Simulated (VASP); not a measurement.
# Bi (Pm-3m) in VASP: further runs

Bi is run at these levels: PBE; tasks: density of states.

All numbers are computed with VASP 6.6.1; they aren't measurements. Logs are shortened: lines on timing, memory, paths and dates and some standing lists are left out, and cuts for length are marked.

## 1. The cell of the first run

Symmetry: Pm-3m, No. 221, cubic system. The conventional cell has a = 2.731 Å, b = 2.731 Å, c = 2.731 Å, α = 90.00°, β = 90.00°, γ = 90.00°. Within 3.6 Å of Bi (site symmetry m-3m) lie 6 Bi at 2.73 Å.

## 2. Density of states, PBE (volume scaled by 0.58)

Input file POSCAR:

```
Bi
1.0
    2.7308571799      0.0000000000      0.0000000000
    0.0000000000      2.7308571799      0.0000000000
    0.0000000000      0.0000000000      2.7308571799
Bi
1
Direct
    0.0000000000      0.0000000000      0.0000000000
```

Input file INCAR.step1:

```
SYSTEM = Bi
  PREC = Accurate
  ENCUT = 520
  EDIFF = 1E-7
  ISMEAR = -1
  SIGMA = 0.08
  LREAL = .FALSE.
  LASPH = .TRUE.
  NELM = 100
  ALGO = Normal
  ISIF = 2
  LWAVE = .FALSE.
  LCHARG = .TRUE.
  GGA = PE
  NBANDS = 14
```

Input file KPOINTS.step1:

```
Automatic mesh
0
G
  13 13 13
  0 0 0
```

Input file INCAR.step2:

```
SYSTEM = Bi
  PREC = Accurate
  ENCUT = 520
  EDIFF = 1E-7
  ISMEAR = -5
  SIGMA = 0.08
  LREAL = .FALSE.
  LASPH = .TRUE.
  NELM = 100
  ALGO = Normal
  ISIF = 2
  LWAVE = .FALSE.
  LCHARG = .FALSE.
  GGA = PE
  LORBIT = 11
  NBANDS = 14
  NEDOS = 1001
  ICHARG = 11
```

Input file KPOINTS.step2:

```
Automatic mesh
0
G
  20 20 20
  0 0 0
```

Potentials or basis: VASP PAW PBE potentials, release 64 (Bi_d).

Started as:

```
$ cat potpaw_PBE.64/Bi_d/POTCAR > POTCAR
$ cp INCAR.step1 INCAR
$ cp KPOINTS.step1 KPOINTS
$ mpirun -np 1 vasp_std > vasp.out
$ cp INCAR.step2 INCAR
$ cp KPOINTS.step2 KPOINTS
$ mpirun -np 1 vasp_std > vasp.out
```

OUTCAR:

```text
SYSTEM = Bi
   PREC = Accurate
   ENCUT = 520
   EDIFF = 1E-7
   ISMEAR = -5
   LREAL = .FALSE.
   LASPH = .TRUE.
   NELM = 100
   ISIF = 2
   GGA = PE
   LORBIT = 11
   ICHARG = 11

 ion  position               nearest neighbor table
   1  0.000  0.000  0.000-

  LATTYP: Found a simple cubic cell.
 ALAT       =     2.7308571799

  Lattice vectors:

 A1 = (   2.7308571799,   0.0000000000,   0.0000000000)
 A2 = (   0.0000000000,   2.7308571799,   0.0000000000)
 A3 = (   0.0000000000,   0.0000000000,   2.7308571799)

Analysis of symmetry for initial positions (statically):
=====================================================================
 Subroutine PRICEL returns:
 Original cell was already a primitive cell.

 Routine SETGRP: Setting up the symmetry group for a
 simple cubic supercell.

 Subroutine GETGRP returns: Found 48 space group operations
 (whereof 48 operations were pure point group operations)
 out of a pool of 48 trial point group operations.

The static configuration has the point symmetry O_h .

Analysis of symmetry for dynamics (positions and initial velocities):
=====================================================================
 Subroutine PRICEL returns:
 Original cell was already a primitive cell.

 Routine SETGRP: Setting up the symmetry group for a
 simple cubic supercell.

 Subroutine GETGRP returns: Found 48 space group operations
 (whereof 48 operations were pure point group operations)
 out of a pool of 48 trial point group operations.

The dynamic configuration has the point symmetry O_h .

 Subroutine INISYM returns: Found 48 space group operations
 (whereof 48 operations are pure point group operations),
 and found     1 'primitive' translations

----------------------------------------------------------------------------------------

                                     Primitive cell

  volume of cell :      20.3656

  direct lattice vectors                    reciprocal lattice vectors
     2.730857180  0.000000000  0.000000000     0.366185389  0.000000000  0.000000000
     0.000000000  2.730857180  0.000000000     0.000000000  0.366185389  0.000000000
     0.000000000  0.000000000  2.730857180     0.000000000  0.000000000  0.366185389

  length of vectors
     2.730857180  2.730857180  2.730857180     0.366185389  0.366185389  0.366185389

  position of ions in fractional coordinates (direct lattice)
     0.000000000  0.000000000  0.000000000

  ion indices of the primitive-cell ions
   primitive index   ion index
                 1           1

----------------------------------------------------------------------------------------

 KPOINTS: Automatic mesh

Automatic generation of k-mesh.
 Grid dimensions read from file:
 generate k-points for:   20   20   20

 Generating k-lattice:

  Cartesian coordinates                     Fractional coordinates (reciprocal lattice)
     0.018309269  0.000000000  0.000000000     0.050000000  0.000000000  0.000000000
     0.000000000  0.018309269  0.000000000     0.000000000  0.050000000  0.000000000
     0.000000000  0.000000000  0.018309269     0.000000000  0.000000000  0.050000000

  Length of vectors
     0.018309269  0.018309269  0.018309269

  Shift w.r.t. Gamma in fractional coordinates (k-lattice)
     0.000000000  0.000000000  0.000000000

 TETIRR: Found   3982 inequivalent tetrahedra from    48000

 Subroutine IBZKPT returns following result:
 ===========================================

 Found    286 irreducible k-points:

 Following reciprocal coordinates:
            Coordinates               Weight
  0.000000  0.000000  0.000000      1.000000
  0.050000  0.000000  0.000000      6.000000
  0.100000  0.000000  0.000000      6.000000
  0.150000  0.000000  0.000000      6.000000
  0.200000  0.000000  0.000000      6.000000
  0.250000  0.000000  0.000000      6.000000
[... 16 lines left out ...]
  0.150000  0.100000  0.000000     24.000000
  0.200000  0.100000  0.000000     24.000000
 [... further k-points ...]
   k-points           NKPTS =    286   k-points in BZ     NKDIM =    286   number of bands    NBANDS=     14
   number of dos      NEDOS =   1001   number of ions     NIONS =      1
   total plane-waves  NPLWV =   8000
   dimension x,y,z NGX =    20 NGY =   20 NGZ =   20
   dimension x,y,z NGXF=    40 NGYF=   40 NGZF=   40
   ions per type =               1
   NGX,Y,Z   is equivalent  to a cutoff of  12.18, 12.18, 12.18 a.u.
   NGXF,Y,Z  is equivalent  to a cutoff of  24.35, 24.35, 24.35 a.u.
 SYSTEM =  Bi
   PREC   = accura    normal or accurate (medium, high low for compatibility)
   ISTART =      0    job   : 0-new  1-cont  2-samecut
   ICHARG =     11    charge: 1-file 2-atom 10-const
   ISPIN  =      1    spin polarized calculation?
   LNONCOLLINEAR =      F non collinear calculations
   LSORBIT =      F    spin-orbit coupling
   LASPH  =      T    aspherical Exc in radial PAW
   ENCUT  =  520.0 eV  38.22 Ry    6.18 a.u.   5.08  5.08  5.08*2*pi/ulx,y,z
   NELM   =    100;   NELMIN=  2; NELMDL=  0     # of ELM steps
   EDIFF  = 0.1E-06   stopping-criterion for ELM
   LREAL  =      F    real-space projection
   EDIFFG = 0.1E-05   stopping-criterion for IOM
   NSW    =      0    number of steps for IOM
   IBRION =     -1    ionic relax: 0-MD 1-quasi-New 2-CG
   NFREE  =      0    steps in history (QN), initial steepest desc. (CG)
   ISIF   =      2    stress and relaxation
   ISYM   =      2    0-nonsym 1-usesym 2-fastsym
   POTIM  = 0.5000    time-step for ionic-motion
   TEBEG  =    0.0;   TEEND  =   0.0 temperature during run
   PSTRESS=    0.0 pullay stress
   NELECT =      15.0000    total number of electrons
   NUPDOWN=      -1.0000    fix difference up-down
   EMIN   =  10.00;   EMAX   =-10.00  energy-range for DOS
   EFERMI =   0.00;   METHOD = LEGACY
   ISMEAR =    -5;   SIGMA  =   0.08  broadening in eV -4-tet -1-fermi 0-gaus
   EFERMI_NEDOS =   21; number of points for ismear=-14 and -15
   IALGO  =     38    algorithm
   IMIX   =      4    mixing-type and parameters
     AMIX     =   0.40;   BMIX     =  1.00
     AMIX_MAG =   1.60;   BMIX_MAG =  1.00
  volume/ion in A,a.u.               =      20.37       137.43
  Fermi-wavevector in a.u.,A,eV,Ry     =   1.478449  2.793863 29.739759  2.185811
  Thomas-Fermi vector in A             =   2.592728
   LORBIT       =     11    0 simple, 1 ext, 2 COOP (PROOUT), +10 PAW based schemes
   GGA     = PE    functional components
   LHFCALC =     F    Hartree Fock is set to
   AEXX    =    0.0000 exact exchange contribution
   IVDW    =     0    specifies the selected vdW correction
   LEPSILON=     F    determine dielectric tensor
   LRPA    =     F    only Hartree local field effects (RPA)
 non-spin polarized calculation
 Fermi weights with tetrahedron method with Bloechl corrections
  energy-cutoff  :      520.00
  volume of cell :       20.37
 maximum number of plane-waves:       561

 number of electron      14.9999991 magnetization

 Free energy of the ion-electron system (eV)
  ---------------------------------------------------
  ext. energy  EPLUGINS =         0.00000000
  ---------------------------------------------------
  free energy    TOTEN  =        -1.34416926 eV

  energy without entropy =       -1.34416926  energy(sigma->0) =       -1.34416926

 E-fermi :  14.9127     XC(G=0): -12.3546

 val. band max:       15.1980230542   @ k =   0.3500   0.2500   0.2500
 cond. band min:      14.5801087125   @ k =   0.3000   0.3000   0.3000
 fundamental gap:     -0.6179143417
 Fermi energy:        14.9127265840

 k-point     1 :       0.0000    0.0000    0.0000
  band No.  band energies     occupation
      1     -10.2285      2.00000
      2     -10.2285      2.00000
      3      -8.7009      2.00000
      4      -8.7009      2.00000
      5      -8.7009      2.00000
      6      -3.4497      2.00000
      7      18.8234      0.00000
      8      18.8234      0.00000
      9      18.8234      0.00000
     10      24.0538      0.00000
     11      24.5455      0.00000
     12      24.5455      0.00000
     13      33.0649      0.00000
     14      33.0649      0.00000

 k-point     2 :       0.0500    0.0000    0.0000
  band No.  band energies     occupation
      1     -10.2264      2.00000
      2     -10.2028      2.00000
      3      -8.7117      2.00000
      4      -8.7117      2.00000
      5      -8.7001      2.00000
      6      -3.3939      2.00000
      7      18.1421      0.00000
      8      18.8942      0.00000
      9      18.8942      0.00000
     10      24.2194      0.00000
     11      24.5385      0.00000
     12      25.1262      0.00000
     13      32.8963      0.00000
     14      33.0698      0.00000

 k-point     3 :       0.1000    0.0000    0.0000
  band No.  band energies     occupation
      1     -10.2200      2.00000
      2     -10.1284      2.00000
      3      -8.7426      2.00000
      4      -8.7426      2.00000
      5      -8.6975      2.00000
      6      -3.2251      2.00000
      7      16.6701      0.00000
      8      19.1038      0.00000
      9      19.1038      0.00000
     10      24.3032      0.00000
     11      24.5175      0.00000
     12      26.7064      0.00000
     13      32.4480      0.00000
     14      33.0683      0.00000
[... 324 lines left out ...]
 k-point    23 :       0.1500    0.1000    0.0000
  band No.  band energies     occupation
      1     -10.1446      2.00000
      2      -9.9664      2.00000
      3      -8.8371      2.00000
      4      -8.7867      2.00000
      5      -8.7345      2.00000
      6      -2.7182      2.00000
      7      15.2067      0.51013
      8      17.2198      0.00000
      9      19.7299      0.00000
     10      24.4792      0.00000
     11      26.7004      0.00000
     12      28.6311      0.00000
     13      31.0840      0.00000
     14      32.5140      0.00000

 k-point    24 :       0.2000    0.1000    0.0000
  band No.  band energies     occupation
      1     -10.1281      2.00000
      2      -9.8244      2.00000
      3      -8.9000      2.00000
      4      -8.8460      2.00000
      5      -8.7293      2.00000
      6      -2.3169      2.00000
      7      13.4587      2.12958
      8      17.6241      0.00000
      9      20.1897      0.00000
     10      24.5077      0.00000
     11      26.6150      0.00000
     12      29.8712      0.00000
     13      31.1817      0.00000
     14      32.0251      0.00000

 [... further k-points ...]
[... 5 lines left out ...]
  --------------------------------------------------------------------------------------
  -------------------------------------------------------------------------------------
  Total       11.3277277     11.3277277     11.3277277     -0.0000000     -0.0000000      0.0000000
  in kB      891.1615099    891.1615099    891.1615099     -0.0000000     -0.0000000      0.0000000
  external PRESSURE =     891.1615099 kB  Pullay stress =       0.0000000 kB

 VOLUME and BASIS-vectors are now :
 -----------------------------------------------------------------------------
  energy-cutoff  :      520.00
  volume of cell :       20.37
      direct lattice vectors                 reciprocal lattice vectors
     2.730857180  0.000000000  0.000000000     0.366185389  0.000000000  0.000000000
     0.000000000  2.730857180  0.000000000     0.000000000  0.366185389  0.000000000
     0.000000000  0.000000000  2.730857180     0.000000000  0.000000000  0.366185389

 POSITION                                       TOTAL-FORCE (eV/Angst)
 -----------------------------------------------------------------------------------
      0.00000      0.00000      0.00000         0.000000      0.000000      0.000000
 -----------------------------------------------------------------------------------
    total drift:                                0.000000      0.000000     -0.000000

  FREE ENERGIE OF THE ION-ELECTRON SYSTEM (eV)
  ---------------------------------------------------
  free  energy   TOTEN  =        -1.3441692637 eV

  energy  without entropy=       -1.3441692637  energy(sigma->0) =       -1.34416926

 total charge

# of ion       s       p       d       tot
------------------------------------------
    1        1.539   1.798  10.041  13.378
```

It took 36 s on 1 thread of Intel Xeon Platinum 8375C at 2.90GHz (Ice Lake), shared host; peak memory 0.18 GiB.

Results:

```
Valence electrons inside the program's atomic spheres : Bi 13.38
```

Caveat: spin-orbit coupling is left out, which moves the levels of the heavy elements; tetrahedron occupations give inexact forces and stress in metals.

[end of part 1 of 2]
